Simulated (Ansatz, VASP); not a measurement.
ZnO in VASP and in Ansatz

INCAR

```
AGGAC = 1.0
AGGAX = 1.0
ALDAC = 0.0
ALDAX = 1.0
ALGO = Normal
EDIFF = 1E-7
EDIFFG = -0.01
ENCUT = 600
GGA = B5
IBRION = 2
ISIF = 3
ISMEAR = -1
IVDW = 13
LASPH = T
LCHARG = F
LREAL = F
LWAVE = F
NELM = 100
NSW = 60
PREC = Accurate
SIGMA = 0.05
VDW_A1 = 0.44488865
VDW_A2 = 4.0933009
VDW_S6 = 1.0
VDW_S8 = 2.34076671
```

Contents of KPOINTS:

```
k-points
0
Gamma
  9 9 5
```

POSCAR

```
ZnO
1.0
    3.2493080000      0.0000000000      0.0000000000
   -1.6246540000      2.8139832727      0.0000000000
    0.0000000000      0.0000000000      5.2057090000
Zn O
2 2
Direct
    0.6666666667      0.3333333333      0.0000000000
    0.3333333333      0.6666666667      0.5000000000
    0.3333333333      0.6666666667      0.8790100000
    0.6666666667      0.3333333333      0.3790100000
```

File input.yaml:

```yaml
crystal:
  lattice:
    - [3.249308, 0.0, 0.0]
    - [-1.624654, 2.8139832727, 0.0]
    - [0.0, 0.0, 5.205709]
  atoms:
    - { symbol: Zn, position: [0.6666666667, 0.3333333333, 0.0] }
    - { symbol: Zn, position: [0.3333333333, 0.6666666667, 0.5] }
    - { symbol: O, position: [0.3333333333, 0.6666666667, 0.87901] }
    - { symbol: O, position: [0.6666666667, 0.3333333333, 0.37901] }
hamiltonian:
  xc: blyp
  pseudopotentials: { kind: paw }
  dispersion: d4
kpoints:
  mp_grid: { grid: [9, 9, 5] }
scf:
  occupations: { method: fermi_dirac, width: 0.05 }
output:
  forces: true
  stress: true
relax:
  f_tol: 0.01
  max_steps: 40
  cell: { stress_tol: 0.05 }
```

Alike in both runs: task relaxation of cell and atoms; functional BLYP; dispersion D4; k mesh 9 × 9 × 5; occupations fermi-dirac, width 0.05 eV; no spin polarisation.

```csv
,VASP,Ansatz
version,VASP 6.6.1,Ansatz 0.2.0
potentials or method,"VASP PAW PBE potentials, release 64 (Zn, O)",Ansatz PAW
plane-wave cutoff (eV),600,420
valence electrons in the cell,36,36
```

|  | VASP | Ansatz | Ansatz less VASP |
| --- | --- | --- | --- |
| relaxed volume (Å³/atom) | 12.20 | 12.13 | -0.071 |
| relaxed cell length with the largest relative difference (Å) | 5.289 | 5.279 | -0.0106 |

VASP's potentials were made for PBE, not for BLYP.

Noted on Ansatz's run: odd divisions of the mesh miss points on the zone boundary, where band edges often lie, so the gap on the mesh can be too wide; the plane-wave basis is chosen anew once the cell has moved, so the energies of steps on either side of that aren't comparable.
